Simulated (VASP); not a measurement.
# B3Ir (Pm-3m) in VASP: notebook

The runs below take B3Ir through single point, relaxation of cell and atoms, with PBE.

All numbers are computed with VASP 6.6.1; they aren't measurements. Logs are shortened: lines on timing, memory, paths and dates and some standing lists are left out, and cuts for length are marked.

## Step 1: The cell of the first run

Symmetry: Pm-3m, No. 221, cubic system. The conventional cell has a = 3.236 Å, b = 3.236 Å, c = 3.236 Å, α = 90.00°, β = 90.00°, γ = 90.00°. B (site symmetry 4/mmm) has 8 B at 2.29 Å and 4 Ir at 2.29 Å within 3.0 Å. Ir (site symmetry m-3m) has 12 B at 2.29 Å within 3.0 Å.

## Step 2: Single point, PBE

INCAR reads:

```
ALGO = Normal
EDIFF = 1E-6
ENCUT = 520
GGA = PE
ISIF = 2
ISMEAR = 0
LASPH = T
LCHARG = F
LREAL = F
LWAVE = F
NBANDS = 17
NELM = 80
PREC = Accurate
SIGMA = 0.1
```

KPOINTS reads:

```
k-points
0
Gamma
  14 14 14
```

POSCAR reads:

```
B3Ir
1.0
    3.2356853803      0.0000000000      0.0000000000
    0.0000000000      3.2356853803      0.0000000000
    0.0000000000      0.0000000000      3.2356853803
B Ir
3 1
Direct
    0.0000000000      0.5000000000      0.5000000000
    0.5000000000      0.0000000000      0.5000000000
    0.5000000000      0.5000000000      0.0000000000
    0.0000000000      0.0000000000      0.0000000000
```

Potentials or basis: VASP PAW PBE potentials, release 64 (B, Ir).

Launch:

```sh
cat potpaw_PBE.64/B/POTCAR potpaw_PBE.64/Ir/POTCAR > POTCAR
mpirun -np 1 vasp_std > vasp.out
```

OUTCAR:

```text
EDIFF = 1E-6
   ENCUT = 520
   GGA = PE
   ISIF = 2
   ISMEAR = 0
   LASPH = T
   LREAL = F
   NELM = 80
   PREC = Accurate

 ion  position               nearest neighbor table
   1  0.000  0.500  0.500-   4 2.29   4 2.29   4 2.29   4 2.29
   2  0.500  0.000  0.500-   4 2.29   4 2.29   4 2.29   4 2.29
   3  0.500  0.500  0.000-   4 2.29   4 2.29   4 2.29   4 2.29
   4  0.000  0.000  0.000-   1 2.29   2 2.29   3 2.29   1 2.29   2 2.29   1 2.29   3 2.29   1 2.29
                             2 2.29   3 2.29   2 2.29   3 2.29

  LATTYP: Found a simple cubic cell.
 ALAT       =     3.2356853803

  Lattice vectors:

 A1 = (   3.2356853803,   0.0000000000,   0.0000000000)
 A2 = (   0.0000000000,   3.2356853803,   0.0000000000)
 A3 = (   0.0000000000,   0.0000000000,   3.2356853803)

Analysis of symmetry for initial positions (statically):
=====================================================================
 Subroutine PRICEL returns:
 Original cell was already a primitive cell.

 Routine SETGRP: Setting up the symmetry group for a
 simple cubic supercell.

 Subroutine GETGRP returns: Found 48 space group operations
 (whereof 48 operations were pure point group operations)
 out of a pool of 48 trial point group operations.

The static configuration has the point symmetry O_h .

Analysis of symmetry for dynamics (positions and initial velocities):
=====================================================================
 Subroutine PRICEL returns:
 Original cell was already a primitive cell.

 Routine SETGRP: Setting up the symmetry group for a
 simple cubic supercell.

 Subroutine GETGRP returns: Found 48 space group operations
 (whereof 48 operations were pure point group operations)
 out of a pool of 48 trial point group operations.

The dynamic configuration has the point symmetry O_h .

 Subroutine INISYM returns: Found 48 space group operations
 (whereof 48 operations are pure point group operations),
 and found     1 'primitive' translations

----------------------------------------------------------------------------------------

                                     Primitive cell

  volume of cell :      33.8765

  direct lattice vectors                    reciprocal lattice vectors
     3.235685380  0.000000000  0.000000000     0.309053533  0.000000000  0.000000000
     0.000000000  3.235685380  0.000000000     0.000000000  0.309053533  0.000000000
     0.000000000  0.000000000  3.235685380     0.000000000  0.000000000  0.309053533

  length of vectors
     3.235685380  3.235685380  3.235685380     0.309053533  0.309053533  0.309053533

  position of ions in fractional coordinates (direct lattice)
     0.000000000  0.500000000  0.500000000
     0.500000000  0.000000000  0.500000000
     0.500000000  0.500000000  0.000000000
     0.000000000  0.000000000  0.000000000

  ion indices of the primitive-cell ions
   primitive index   ion index
                 1           1
                 2           2
                 3           3
                 4           4

----------------------------------------------------------------------------------------

 KPOINTS: k-points

Automatic generation of k-mesh.
 Grid dimensions read from file:
 generate k-points for:   14   14   14

 Generating k-lattice:

  Cartesian coordinates                     Fractional coordinates (reciprocal lattice)
     0.022075252  0.000000000  0.000000000     0.071428571  0.000000000  0.000000000
     0.000000000  0.022075252  0.000000000     0.000000000  0.071428571  0.000000000
     0.000000000  0.000000000  0.022075252     0.000000000  0.000000000  0.071428571

  Length of vectors
     0.022075252  0.022075252  0.022075252

  Shift w.r.t. Gamma in fractional coordinates (k-lattice)
     0.000000000  0.000000000  0.000000000

 Subroutine IBZKPT returns following result:
 ===========================================

 Found    120 irreducible k-points:

 Following reciprocal coordinates:
            Coordinates               Weight
  0.000000  0.000000  0.000000      1.000000
  0.071429  0.000000  0.000000      6.000000
  0.142857  0.000000  0.000000      6.000000
  0.214286  0.000000  0.000000      6.000000
  0.285714  0.000000  0.000000      6.000000
  0.357143  0.000000  0.000000      6.000000
[... 16 lines left out ...]
  0.285714  0.214286  0.000000     24.000000
  0.357143  0.214286  0.000000     24.000000
 [... further k-points ...]
   k-points           NKPTS =    120   k-points in BZ     NKDIM =    120   number of bands    NBANDS=     17
   number of dos      NEDOS =    301   number of ions     NIONS =      4
   total plane-waves  NPLWV =  13824
   dimension x,y,z NGX =    24 NGY =   24 NGZ =   24
   dimension x,y,z NGXF=    48 NGYF=   48 NGZF=   48
   ions per type =               3   1
   NGX,Y,Z   is equivalent  to a cutoff of  12.33, 12.33, 12.33 a.u.
   NGXF,Y,Z  is equivalent  to a cutoff of  24.66, 24.66, 24.66 a.u.
 SYSTEM =  unknown system
   PREC   = accura    normal or accurate (medium, high low for compatibility)
   ISTART =      0    job   : 0-new  1-cont  2-samecut
   ICHARG =      2    charge: 1-file 2-atom 10-const
   ISPIN  =      1    spin polarized calculation?
   LNONCOLLINEAR =      F non collinear calculations
   LSORBIT =      F    spin-orbit coupling
   LASPH  =      T    aspherical Exc in radial PAW
   ENCUT  =  520.0 eV  38.22 Ry    6.18 a.u.   6.02  6.02  6.02*2*pi/ulx,y,z
   NELM   =     80;   NELMIN=  2; NELMDL= -5     # of ELM steps
   EDIFF  = 0.1E-05   stopping-criterion for ELM
   LREAL  =      F    real-space projection
   EDIFFG = 0.1E-04   stopping-criterion for IOM
   NSW    =      0    number of steps for IOM
   IBRION =     -1    ionic relax: 0-MD 1-quasi-New 2-CG
   NFREE  =      0    steps in history (QN), initial steepest desc. (CG)
   ISIF   =      2    stress and relaxation
   ISYM   =      2    0-nonsym 1-usesym 2-fastsym
   POTIM  = 0.5000    time-step for ionic-motion
   TEBEG  =    0.0;   TEEND  =   0.0 temperature during run
   PSTRESS=    0.0 pullay stress
   NELECT =      18.0000    total number of electrons
   NUPDOWN=      -1.0000    fix difference up-down
   EMIN   =  10.00;   EMAX   =-10.00  energy-range for DOS
   EFERMI =   0.00;   METHOD = LEGACY
   ISMEAR =     0;   SIGMA  =   0.10  broadening in eV -4-tet -1-fermi 0-gaus
   EFERMI_NEDOS =   21; number of points for ismear=-14 and -15
   IALGO  =     38    algorithm
   IMIX   =      4    mixing-type and parameters
     AMIX     =   0.40;   BMIX     =  1.00
     AMIX_MAG =   1.60;   BMIX_MAG =  1.00
  volume/ion in A,a.u.               =       8.47        57.15
  Fermi-wavevector in a.u.,A,eV,Ry     =   1.325967  2.505714 23.921606  1.758188
  Thomas-Fermi vector in A             =   2.455389
   LORBIT       =      0    0 simple, 1 ext, 2 COOP (PROOUT), +10 PAW based schemes
   GGA     = PE    functional components
   LHFCALC =     F    Hartree Fock is set to
   AEXX    =    0.0000 exact exchange contribution
   IVDW    =     0    specifies the selected vdW correction
   LEPSILON=     F    determine dielectric tensor
   LRPA    =     F    only Hartree local field effects (RPA)
 non-spin polarized calculation
 Gauss-broadening in eV      SIGMA  =   0.10
  energy-cutoff  :      520.00
  volume of cell :       33.88
 maximum number of plane-waves:       931
   NGX = 13   NGY = 13   NGZ = 13

 number of electron      17.9999999 magnetization

 Free energy of the ion-electron system (eV)
  ---------------------------------------------------
  ext. energy  EPLUGINS =         0.00000000
  ---------------------------------------------------
  free energy    TOTEN  =       -24.86775073 eV

  energy without entropy =      -24.86420376  energy(sigma->0) =      -24.86597725

 E-fermi :  10.3045     XC(G=0): -13.1373

 val. band max:       10.2823789423   @ k =   0.3571   0.0714   0.0000
 cond. band min:      10.3463729612   @ k =   0.4286   0.1429   0.0000
 fundamental gap:      0.0639940189
 Fermi energy:        10.3044911839

 k-point     1 :       0.0000    0.0000    0.0000
  band No.  band energies     occupation
      1      -5.7621      2.00000
      2       2.3651      2.00000
      3       2.3651      2.00000
      4       5.3356      2.00000
      5       5.3356      2.00000
      6       5.3356      2.00000
[... 9 lines left out ...]
     16      17.8174      0.00000
     17      17.8174      0.00000

 k-point     2 :       0.0714    0.0000    0.0000
  band No.  band energies     occupation
      1      -5.6884      2.00000
      2       2.2337      2.00000
      3       2.3835      2.00000
      4       5.0776      2.00000
      5       5.0776      2.00000
      6       5.3195      2.00000
[... 9 lines left out ...]
     16      17.6409      0.00000
     17      17.6483      0.00000

 k-point     3 :       0.1429    0.0000    0.0000
  band No.  band energies     occupation
      1      -5.4692      2.00000
      2       1.8146      2.00000
      3       2.4360      2.00000
      4       4.5836      2.00000
      5       4.5836      2.00000
      6       5.3789      2.00000
[... 9 lines left out ...]
     16      17.2245      0.00000
     17      17.2259      0.00000

 k-point     4 :       0.2143    0.0000    0.0000
  band No.  band energies     occupation
      1      -5.1105      2.00000
      2       1.1226      2.00000
      3       2.5151      2.00000
      4       4.0822      2.00000
      5       4.0822      2.00000
      6       5.6525      2.00000
[... 9 lines left out ...]
     16      16.8731      0.00000
     17      16.8763      0.00000

 k-point     5 :       0.2857    0.0000    0.0000
  band No.  band energies     occupation
      1      -4.6216      2.00000
      2       0.2602      2.00000
      3       2.6075      2.00000
      4       3.6499      2.00000
      5       3.6499      2.00000
      6       6.1420      2.00000
[... 9 lines left out ...]
     16      16.9717      0.00000
     17      16.9717      0.00000

 k-point     6 :       0.3571    0.0000    0.0000
  band No.  band energies     occupation
      1      -4.0146      2.00000
      2      -0.6663      2.00000
      3       2.6956      2.00000
      4       3.3222      2.00000
      5       3.3222      2.00000
      6       6.7570      2.00000
[... 9 lines left out ...]
     16      17.5264      0.00000
     17      17.5264      0.00000

 k-point     7 :       0.4286    0.0000    0.0000
  band No.  band energies     occupation
      1      -3.3071      2.00000
      2      -1.5830      2.00000
      3       2.7596      2.00000
      4       3.1187      2.00000
      5       3.1187      2.00000
      6       6.8440      2.00000
[... 9 lines left out ...]
     16      18.1324      0.00000
     17      18.1324      0.00000

 k-point     8 :       0.5000    0.0000    0.0000
  band No.  band energies     occupation
      1      -2.6575      2.00000
      2      -2.3048      2.00000
      3       2.7831      2.00000
      4       3.0498      2.00000
      5       3.0498      2.00000
      6       6.8539      2.00000
[... 9 lines left out ...]
     16      18.3945      0.00000
     17      18.3945      0.00000
[... 203 lines left out ...]
      1      -3.7507      2.00000
      2      -0.5194      2.00000
      3       2.3425      2.00000
      4       3.1405      2.00000
      5       3.4524      2.00000
      6       5.8055      2.00000
[... 9 lines left out ...]
     16      16.8494      0.00000
     17      17.6795      0.00000

 k-point    20 :       0.4286    0.1429    0.0000
  band No.  band energies     occupation
      1      -3.0544      2.00000
      2      -1.4155      2.00000
      3       2.5074      2.00000
      4       2.9228      2.00000
      5       3.2613      2.00000
      6       5.8591      2.00000
[... 9 lines left out ...]
     16      17.5017      0.00000
     17      17.7966      0.00000

 k-point    21 :       0.5000    0.1429    0.0000
  band No.  band energies     occupation
      1      -2.3255      2.00000
      2      -2.2127      2.00000
      3       2.6352      2.00000
      4       2.7743      2.00000
      5       3.1955      2.00000
      6       5.8809      2.00000
[... 9 lines left out ...]
     16      17.7728      0.00000
     17      17.8019      0.00000

 k-point    22 :       0.2143    0.2143    0.0000
  band No.  band energies     occupation
      1      -4.4814      2.00000
      2       1.2137      2.00000
      3       1.5601      2.00000
      4       3.3905      2.00000
      5       4.0187      2.00000
      6       5.3478      2.00000
[... 9 lines left out ...]
     16      17.0228      0.00000
     17      17.7677      0.00000

 k-point    23 :       0.2857    0.2143    0.0000
  band No.  band energies     occupation
      1      -4.0137      2.00000
      2       0.4845      2.00000
      3       1.6705      2.00000
      4       3.2539      2.00000
      5       3.8297      2.00000
      6       5.1737      2.00000
[... 9 lines left out ...]
     16      17.2350      0.00000
     17      17.8169      0.00000

 k-point    24 :       0.3571    0.2143    0.0000
  band No.  band energies     occupation
      1      -3.4376      2.00000
      2      -0.3630      2.00000
      3       1.8863      2.00000
      4       3.0565      2.00000
      5       3.5964      2.00000
      6       5.1711      2.00000
[... 9 lines left out ...]
     16      17.2662      0.00000
     17      17.8168      0.00000

 [... further k-points ...]
[... 5 lines left out ...]
  --------------------------------------------------------------------------------------
  -------------------------------------------------------------------------------------
  Total        0.1934718      0.1934718      0.1934718      0.0000000     -0.0000000      0.0000000
  in kB        9.1501735      9.1501735      9.1501735      0.0000000     -0.0000000      0.0000000
  external PRESSURE =       9.1501735 kB  Pullay stress =       0.0000000 kB

 VOLUME and BASIS-vectors are now :
 -----------------------------------------------------------------------------
  energy-cutoff  :      520.00
  volume of cell :       33.88
      direct lattice vectors                 reciprocal lattice vectors
     3.235685380  0.000000000  0.000000000     0.309053533  0.000000000  0.000000000
     0.000000000  3.235685380  0.000000000     0.000000000  0.309053533  0.000000000
     0.000000000  0.000000000  3.235685380     0.000000000  0.000000000  0.309053533

 POSITION                                       TOTAL-FORCE (eV/Angst)
 -----------------------------------------------------------------------------------
      0.00000      1.61784      1.61784         0.000000      0.000000      0.000000
      1.61784      0.00000      1.61784         0.000000      0.000000      0.000000
      1.61784      1.61784      0.00000         0.000000      0.000000      0.000000
      0.00000      0.00000      0.00000         0.000000      0.000000      0.000000
 -----------------------------------------------------------------------------------
    total drift:                                0.000000      0.000000      0.000000

  FREE ENERGIE OF THE ION-ELECTRON SYSTEM (eV)
  ---------------------------------------------------
  free  energy   TOTEN  =       -24.8677507286 eV

  energy  without entropy=      -24.8642037630  energy(sigma->0) =      -24.86597725
```

It took 22 s on 1 thread of Intel Xeon Platinum 8488C (Sapphire Rapids), shared host; peak memory 0.19 GiB.

What came out:

- Free energy: -24.8678 eV
- Pressure: 0.9 GPa
- Band gap on the k mesh: zero (band 9 reaches 10.80 eV, above the bottom of band 10 at 9.76 eV)

Caveat: spin-orbit coupling is left out, which moves the levels of the heavy elements.

## Step 3: Relaxation of cell and atoms, PBE

This run uses another cell than the first one, of 8.49 Å³/atom, 1.003 times its volume.

INCAR reads:

```
SYSTEM = B3Ir
  PREC = Accurate
  ENCUT = 600
  EDIFF = 1E-6
  ISMEAR = 0
  SIGMA = 0.1
  LREAL = .False.
  LASPH = .True.
  NELM = 100
  ALGO = Normal
  ISIF = 3
  LWAVE = .False.
  LCHARG = .False.
  GGA = PE
  IBRION = 2
  NSW = 100
  EDIFFG = -0.01
```

KPOINTS reads:

```
Automatic mesh
0
Gamma
  14 14 14
  0 0 0
```

POSCAR reads:

```
B3Ir
1.0
    3.2385336920      0.0000000000      0.0000000000
    0.0000000000      3.2385336920      0.0000000000
    0.0000000000      0.0000000000      3.2385336920
B Ir
3 1
Direct
    0.0000000000      0.5000000000      0.5000000000
    0.5000000000      0.0000000000      0.5000000000
    0.5000000000      0.5000000000      0.0000000000
    0.0000000000      0.0000000000      0.0000000000
```

Potentials or basis: VASP PAW PBE potentials, release 64 (B, Ir).

Launch:

```sh
cat potpaw_PBE.64/B/POTCAR potpaw_PBE.64/Ir/POTCAR > POTCAR
mpirun -np 1 vasp_std > vasp.out
```

Run time: 56 s. Hardware: 1 thread of Intel Xeon Platinum 8488C (Sapphire Rapids), shared host; peak memory 0.21 GiB.

It converged, with:

```yaml
Free_energy: -24.8701 eV
Pressure_after_relaxing: 0.2 GPa
Band_gap_on_the_k_mesh: zero (band 9 reaches 10.75 eV, above the bottom of band 10 at 9.71 eV)
```

Final structure:
```
B Ir
1.0
     3.23853    0.00000    0.00000
     0.00000    3.23853    0.00000
     0.00000    0.00000    3.23853
B Ir
3 1
Direct
  0.00000 0.50000 0.50000
  0.50000 0.00000 0.50000
  0.50000 0.50000 0.00000
  0.00000 0.00000 0.00000
```

Levels at points of the mesh, in eV from the Fermi level:
```
           k point  band 6  band 7  band 8  band 9  band 10  band 11  band 12  band 13
(0.00, 0.00, 0.00)   -4.95   -3.63   -3.63   -3.63     2.58     2.58     2.58     3.34
(0.50, 0.00, 0.00)   -3.44   -2.71   -0.68   -0.68    -0.55     1.83     2.26     2.26
(0.50, 0.50, 0.00)   -6.31   -2.60   -1.79   -1.68     0.12     2.66     2.66     4.72
(0.50, 0.50, 0.50)   -6.37   -6.37   -2.18   -2.18     0.79     2.61     2.61     2.61
```

Caveat: the relaxation stopped at its first step, so nothing moved; spin-orbit coupling is left out, which moves the levels of the heavy elements.
